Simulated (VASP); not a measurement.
# Co (P6_3/mmc) in VASP: a series of runs, part 2 of 2

VASP 6.6.1. The steps go on from the part before.

## (5) Single point, PBE, collinear spin, ferromagnetic start

Input file INCAR:

```
SYSTEM = Co
PREC = Accurate
ENCUT = 520
EDIFF = 1E-6
ISMEAR = -1
SIGMA = 0.05
LREAL = .FALSE.
LASPH = .TRUE.
NELM = 150
ALGO = Normal
ISIF = 2
LWAVE = .FALSE.
LCHARG = .FALSE.
ISPIN = 2
MAGMOM = 3 3
LORBIT = 11
NUPDOWN = 6.0
LMAXMIX = 4
GGA = PE
NBANDS = 20
```

Input file KPOINTS:

```
regular mesh
0
G
  10 10 6
  0 0 0
```

Input file POSCAR:

```
Co
1.0
    2.4719999032      0.0000000000      0.0000000000
   -1.2359999516      2.1408147143      0.0000000000
    0.0000000000      0.0000000000      4.0211440800
Co
2
Direct
    0.6666666667      0.3333333333      0.7500000000
    0.3333333333      0.6666666667      0.2500000000
```

Potentials or basis: VASP PAW PBE potentials, release 64 (Co).

Started as:

```
$ cat potpaw_PBE.64/Co/POTCAR > POTCAR
$ mpirun -np 1 vasp_std > vasp.out
```

OUTCAR:

```text
SYSTEM = Co
   PREC = Accurate
   ENCUT = 520
   EDIFF = 1E-6
   ISMEAR = -1
   LREAL = .FALSE.
   LASPH = .TRUE.
   NELM = 150
   ISIF = 2
   ISPIN = 2
   LORBIT = 11
   NUPDOWN = 6.0
   GGA = PE

 ion  position               nearest neighbor table
   1  0.667  0.333  0.750-   2 2.47   2 2.47   2 2.47   2 2.47   2 2.47   2 2.47
   2  0.333  0.667  0.250-   1 2.47   1 2.47   1 2.47   1 2.47   1 2.47   1 2.47

  LATTYP: Found a hexagonal cell.
 ALAT       =     2.4719999032
 C/A-ratio  =     1.6266764715

  Lattice vectors:

 A1 = (   2.4719999032,   0.0000000000,   0.0000000000)
 A2 = (  -1.2359999516,   2.1408147143,   0.0000000000)
 A3 = (   0.0000000000,   0.0000000000,   4.0211440800)

Analysis of symmetry for initial positions (statically):
=====================================================================
 Subroutine PRICEL returns:
 Original cell was already a primitive cell.

 Routine SETGRP: Setting up the symmetry group for a
 hexagonal supercell.

 Subroutine GETGRP returns: Found 24 space group operations
 (whereof 12 operations were pure point group operations)
 out of a pool of 24 trial point group operations.

The static configuration has the point symmetry D_3d.
 The point group associated with its full space group is D_6h.

Analysis of symmetry for dynamics (positions and initial velocities):
=====================================================================
 Subroutine PRICEL returns:
 Original cell was already a primitive cell.

 Routine SETGRP: Setting up the symmetry group for a
 hexagonal supercell.

 Subroutine GETGRP returns: Found 24 space group operations
 (whereof 12 operations were pure point group operations)
 out of a pool of 24 trial point group operations.

The dynamic configuration has the point symmetry D_3d.
 The point group associated with its full space group is D_6h.

Analysis of structural, dynamic, and magnetic symmetry:
=====================================================================
 Subroutine PRICEL returns:
 Original cell was already a primitive cell.

 Routine SETGRP: Setting up the symmetry group for a
 hexagonal supercell.

[... 144 lines left out ...]
 Free energy of the ion-electron system (eV)
  ---------------------------------------------------
  ext. energy  EPLUGINS =         0.00000000
  ---------------------------------------------------
  free energy    TOTEN  =       -10.16371083 eV

  energy without entropy =      -10.13831473  energy(sigma->0) =      -10.15101278

 E-fermi :   9.8364     XC(G=0): -13.5771

 val. band max:       16.4171231495   @ k =   0.1000   0.1000   0.0000
 cond. band min:       9.8489527398   @ k =   0.3000   0.2000   0.0000
 fundamental gap:     -6.5681704097
 Fermi energy:        16.4343267537

 spin component 1

 k-point     1 :       0.0000    0.0000    0.0000
  band No.  band energies     occupation
      1       1.0121      1.00000
      2       4.5017      1.00000
      3       6.8362      1.00000
      4       6.8362      1.00000
      5       6.8569      1.00000
      6       7.1318      1.00000
[... 541 lines left out ...]
     19      34.5511      0.00000
     20      34.8891      0.00000

 [... further k-points ...]

 spin component 2

 k-point     1 :       0.0000    0.0000    0.0000
  band No.  band energies     occupation
      1       2.0455      1.00000
      2       6.4227      1.00000
      3       9.3859      0.99988
      4       9.5070      0.99863
      5       9.5070      0.99863
      6       9.8524      0.42062
[... 541 lines left out ...]
     19      35.7058      0.00000
     20      36.2784      0.00000

 [... further k-points ...]
[... 5 lines left out ...]
  --------------------------------------------------------------------------------------
  -------------------------------------------------------------------------------------
  Total        6.5549048      6.5549048      7.1299975      0.0000000     -0.0000000      0.0000000
  in kB      493.5143739    493.5143739    536.8127186      0.0000000     -0.0000000      0.0000000
  external PRESSURE =     507.9471554 kB  Pullay stress =       0.0000000 kB

 VOLUME and BASIS-vectors are now :
 -----------------------------------------------------------------------------
  energy-cutoff  :      520.00
  volume of cell :       21.28
      direct lattice vectors                 reciprocal lattice vectors
     2.471999903  0.000000000  0.000000000     0.404530760  0.233555943  0.000000000
    -1.235999952  2.140814714  0.000000000     0.000000000  0.467111887  0.000000000
     0.000000000  0.000000000  4.021144080     0.000000000  0.000000000  0.248685444

 POSITION                                       TOTAL-FORCE (eV/Angst)
 -----------------------------------------------------------------------------------
      1.23600      0.71360      3.01586        -0.000000      0.000000      0.000000
     -0.00000      1.42721      1.00529         0.000000     -0.000000     -0.000000
 -----------------------------------------------------------------------------------
    total drift:                                0.000000     -0.000000     -0.000000

  FREE ENERGIE OF THE ION-ELECTRON SYSTEM (eV)
  ---------------------------------------------------
  free  energy   TOTEN  =       -10.1637108344 eV

  energy  without entropy=      -10.1383147252  energy(sigma->0) =      -10.15101278

 total charge

# of ion       s       p       d       tot
------------------------------------------
    1        0.546   0.708   7.007   8.261
    2        0.546   0.708   7.007   8.261
--------------------------------------------------
tot          1.092   1.416  14.014  16.523

 magnetization (x)

# of ion       s       p       d       tot
------------------------------------------
    1        0.063   0.241   2.571   2.874
    2        0.063   0.241   2.571   2.874
--------------------------------------------------
tot          0.125   0.482   5.142   5.748
```

stdout:

```text
POSCAR found type information on POSCAR Co
 POSCAR found :  1 types and       2 ions
 scaLAPACK will be used
 LDA part: xc-table for (Slater+PW92), standard interpolation
 POSCAR, INCAR and KPOINTS ok, starting setup
 FFT: planning ... GRIDC
 FFT: planning ... GRID_SOFT
 FFT: planning ... GRID
 WAVECAR not read
 entering main loop
```

Run time: 38 s. Hardware: 1 thread of Intel Xeon Platinum 8488C (Sapphire Rapids), shared host; peak memory 0.15 GiB.

Results:

| Item | Value |
| --- | --- |
| Free energy | -10.1637 eV |
| Pressure | 50.8 GPa |
| Net moment | 6.00 μB per cell |
| Site moments | Co +2.87 μB |
| Valence electrons inside the program's atomic spheres | Co 8.26 |

Caveat: the cell stands under pressure; the total moment is fixed, so each spin has its own Fermi level.

## (6) Overview

| fixed moment (μB) | pressure (GPa) | moment (μB) |
| --- | --- | --- |
| 3.0 | 2.3 | 3.00 |
| 4.0 | 12.6 | 4.00 |
| 5.0 | 28.1 | 5.00 |
| 6.0 | 50.8 | 6.00 |

Alike in all rows: task single point; level PBE; potentials or basis VASP PAW PBE potentials, release 64 (Co); spin collinear, ferromagnetic start; cell as given; k mesh 10 × 10 × 6; cutoff (eV) 520; smearing fermi-dirac 0.05 eV.

Caveats: the total moment is fixed, so each spin has its own Fermi level; the cell stands under pressure (at least some runs).

Absolute energies hang on the potentials; compare differences alone.
